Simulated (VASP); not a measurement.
# Ir (Fm-3m) in VASP: further runs, part 2 of 2

VASP 6.6.1. The steps go on from the part before.

## (5) Single point, r2SCAN

This run uses another cell than the first one, of 14.66 Å³/atom, 1.063 times its volume.

File POSCAR:

```
Ir
1.0
    0.0000000000      1.9426706982      1.9426706982
    1.9426706982      0.0000000000      1.9426706982
    1.9426706982      1.9426706982      0.0000000000
Ir
1
Direct
    0.0000000000      0.0000000000      0.0000000000
```

File INCAR.step1:

```
SYSTEM = Ir
PREC = Accurate
ENCUT = 520
ISMEAR = -1
SIGMA = 0.1
LREAL = .False.
LASPH = .True.
NELM = 100
NBANDS = 10
GGA = PE
ALGO = Normal
EDIFF = 1E-4
LWAVE = .True.
LCHARG = .False.
```

File INCAR.step2:

```
SYSTEM = Ir
PREC = Accurate
ENCUT = 520
EDIFF = 1E-7
ISMEAR = -1
SIGMA = 0.1
LREAL = .False.
LASPH = .True.
NELM = 100
ALGO = Normal
ISIF = 2
LWAVE = .False.
LCHARG = .False.
METAGGA = R2SCAN
LMIXTAU = .True.
NBANDS = 10
ISTART = 1
```

File KPOINTS:

```
Automatic mesh
0
Gamma
  15 15 15
  0 0 0
```

Potentials or basis: VASP PAW PBE potentials, release 64 (Ir).

Launch:

```sh
cat potpaw_PBE.64/Ir/POTCAR > POTCAR
cp INCAR.step1 INCAR
mpirun -np 1 vasp_std > vasp.out
cp INCAR.step2 INCAR
mpirun -np 1 vasp_std > vasp.out
```

OUTCAR:

```text
SYSTEM = Ir
   PREC = Accurate
   ENCUT = 520
   EDIFF = 1E-7
   ISMEAR = -1
   LREAL = .False.
   LASPH = .True.
   NELM = 100
   ISIF = 2
   METAGGA = R2SCAN
   ISTART = 1

 ion  position               nearest neighbor table
   1  0.000  0.000  0.000-

  LATTYP: Found a face centered cubic cell.
 ALAT       =     3.8853413964

  Lattice vectors:

 A1 = (   0.0000000000,   1.9426706982,   1.9426706982)
 A2 = (   1.9426706982,   0.0000000000,   1.9426706982)
 A3 = (   1.9426706982,   1.9426706982,   0.0000000000)

Analysis of symmetry for initial positions (statically):
=====================================================================
 Subroutine PRICEL returns:
 Original cell was already a primitive cell.

 Routine SETGRP: Setting up the symmetry group for a
 face centered cubic supercell.

 Subroutine GETGRP returns: Found 48 space group operations
 (whereof 48 operations were pure point group operations)
 out of a pool of 48 trial point group operations.

The static configuration has the point symmetry O_h .

Analysis of symmetry for dynamics (positions and initial velocities):
=====================================================================
 Subroutine PRICEL returns:
 Original cell was already a primitive cell.

 Routine SETGRP: Setting up the symmetry group for a
 face centered cubic supercell.

 Subroutine GETGRP returns: Found 48 space group operations
 (whereof 48 operations were pure point group operations)
 out of a pool of 48 trial point group operations.

The dynamic configuration has the point symmetry O_h .

 Subroutine INISYM returns: Found 48 space group operations
 (whereof 48 operations are pure point group operations),
 and found     1 'primitive' translations

----------------------------------------------------------------------------------------

                                     Primitive cell

[... 104 lines left out ...]
   EFERMI_NEDOS =   21; number of points for ismear=-14 and -15
   IALGO  =     38    algorithm
   IMIX   =      4    mixing-type and parameters
     AMIX     =   0.40;   BMIX     =  1.00
     AMIX_MAG =   1.60;   BMIX_MAG =  1.00
  volume/ion in A,a.u.               =      14.66        98.95
  Fermi-wavevector in a.u.,A,eV,Ry     =   1.391276  2.629130 26.336084  1.935648
  Thomas-Fermi vector in A             =   2.515130
   LORBIT       =      0    0 simple, 1 ext, 2 COOP (PROOUT), +10 PAW based schemes
   METAGGA = R2SCAN    functional components
   LHFCALC =     F    Hartree Fock is set to
   AEXX    =    0.0000 exact exchange contribution
   IVDW    =     0    specifies the selected vdW correction
   LEPSILON=     F    determine dielectric tensor
   LRPA    =     F    only Hartree local field effects (RPA)
 non-spin polarized calculation
  energy-cutoff  :      520.00
  volume of cell :       14.66
 maximum number of plane-waves:       411
   NGX = 11   NGY = 11   NGZ = 11

 number of electron       9.0000000 magnetization

 Free energy of the ion-electron system (eV)
  ---------------------------------------------------
  ext. energy  EPLUGINS =         0.00000000
  ---------------------------------------------------
  free energy    TOTEN  =       -52.37626608 eV

  energy without entropy =      -52.34857731  energy(sigma->0) =      -52.36242169

 E-fermi :   9.5673     XC(G=0): -15.0814

 val. band max:        9.5403460570   @ k =  -0.4000   0.4667   0.0667
 cond. band min:       9.6185683902   @ k =  -0.3333   0.3333   0.0000
 fundamental gap:      0.0782223333
 Fermi energy:         9.5673396370

 k-point     1 :       0.0000    0.0000    0.0000
  band No.  band energies     occupation
      1      -1.5715      2.00000
      2       5.7775      2.00000
      3       5.7775      2.00000
      4       5.7775      2.00000
      5       8.3330      1.99999
      6       8.3330      1.99999
      7      24.7374      0.00000
      8      30.3800      0.00000
      9      30.3800      0.00000
     10      30.3800      0.00000
[... 287 lines left out ...]
 k-point    24 :       0.2000    0.1333    0.0000
  band No.  band energies     occupation
      1       0.0947      2.00000
      2       4.7377      2.00000
      3       6.5393      2.00000
      4       6.6451      2.00000
      5       7.3709      2.00000
      6       8.7947      1.99912
      7      27.3430      0.00000
      8      27.4862      0.00000
      9      30.4101      0.00000
     10      31.0134      0.00000

 [... further k-points ...]
[... 5 lines left out ...]
  --------------------------------------------------------------------------------------
  -------------------------------------------------------------------------------------
  Total       -0.8179869     -0.8179869     -0.8179869      0.0000000     -0.0000000      0.0000000
  in kB      -89.3777409    -89.3777409    -89.3777409      0.0000000     -0.0000000      0.0000000
  external PRESSURE =     -89.3777409 kB  Pullay stress =       0.0000000 kB

 VOLUME and BASIS-vectors are now :
 -----------------------------------------------------------------------------
  energy-cutoff  :      520.00
  volume of cell :       14.66
      direct lattice vectors                 reciprocal lattice vectors
     0.000000000  1.942670698  1.942670698    -0.257377640  0.257377640  0.257377640
     1.942670698  0.000000000  1.942670698     0.257377640 -0.257377640  0.257377640
     1.942670698  1.942670698  0.000000000     0.257377640  0.257377640 -0.257377640

 POSITION                                       TOTAL-FORCE (eV/Angst)
 -----------------------------------------------------------------------------------
      0.00000      0.00000      0.00000        -0.000000     -0.000000     -0.000000
 -----------------------------------------------------------------------------------
    total drift:                               -0.000000     -0.000000     -0.000000

  FREE ENERGIE OF THE ION-ELECTRON SYSTEM (eV)
  ---------------------------------------------------
  free  energy   TOTEN  =       -52.3762660788 eV

  energy  without entropy=      -52.3485773071  energy(sigma->0) =      -52.36242169
```

OSZICAR.step1:

```text
N       E                     dE             d eps       ncg     rms          rms(c)
DAV:   1     0.470197504905E+02    0.47020E+02   -0.43650E+03  2448   0.813E+02
DAV:   2    -0.849677659272E+01   -0.55517E+02   -0.52409E+02  2474   0.192E+02
DAV:   3    -0.943214135217E+01   -0.93536E+00   -0.93187E+00  2818   0.308E+01
DAV:   4    -0.944057043316E+01   -0.84291E-02   -0.84278E-02  2694   0.271E+00
DAV:   5    -0.944074664826E+01   -0.17622E-03   -0.17621E-03  2718   0.379E-01    0.138E+01
DAV:   6    -0.895740742392E+01    0.48334E+00   -0.89590E-01  2668   0.115E+01    0.553E+00
DAV:   7    -0.887519719589E+01    0.82210E-01   -0.26437E-01  2846   0.574E+00    0.148E+00
DAV:   8    -0.887244803594E+01    0.27492E-02   -0.20788E-03  2582   0.473E-01    0.106E+00
DAV:   9    -0.886930778644E+01    0.31402E-02   -0.19727E-03  2696   0.612E-01    0.130E-02
DAV:  10    -0.886931334993E+01   -0.55635E-05   -0.94683E-06  1312   0.302E-02
   1 F= -.88693133E+01 E0= -.88545234E+01  d E =-.295799E-01
```

Wall time 3.1 min (1 thread of AMD EPYC 7R13, shared host); peak memory 0.11 GiB.

What came out:

```yaml
Free_energy: -52.3763 eV
Pressure: -8.9 GPa
```

Levels at points of the mesh, in eV from the Fermi level:
```tsv
k point	band 1	band 2	band 3	band 4	band 5	band 6	band 7	band 8
(0.00, 0.00, 0.00)	-11.14	-3.79	-3.79	-3.79	-1.23	-1.23	15.17	20.81
```

Caveat: the PAW data sets were made with another functional, which shifts forces and pressure a little; spin-orbit coupling is left out, which moves the levels of the heavy elements.

## (6) The runs side by side

| cell | gap on the mesh (eV) | pressure (GPa) |
| --- | --- | --- |
| a = 2.692 Å, angles 60.0°, 1 atom | none | 14.9 |
| a = 2.720 Å, angles 60.0°, 1 atom | none | 1.9 |
| a = 2.747 Å, angles 60.0°, 1 atom | none | -8.9 |

Alike in all rows: task single point; level r2SCAN; potentials or basis VASP PAW PBE potentials, release 64 (Ir); no spin polarisation; k mesh 15 × 15 × 15; cutoff (eV) 520; smearing fermi-dirac 0.1 eV.

Caveats: the PAW data sets were made with another functional, which shifts forces and pressure a little; spin-orbit coupling is left out, which moves the levels of the heavy elements.

Total energies depend on the potentials used, so only differences within one code and one set of settings carry meaning.
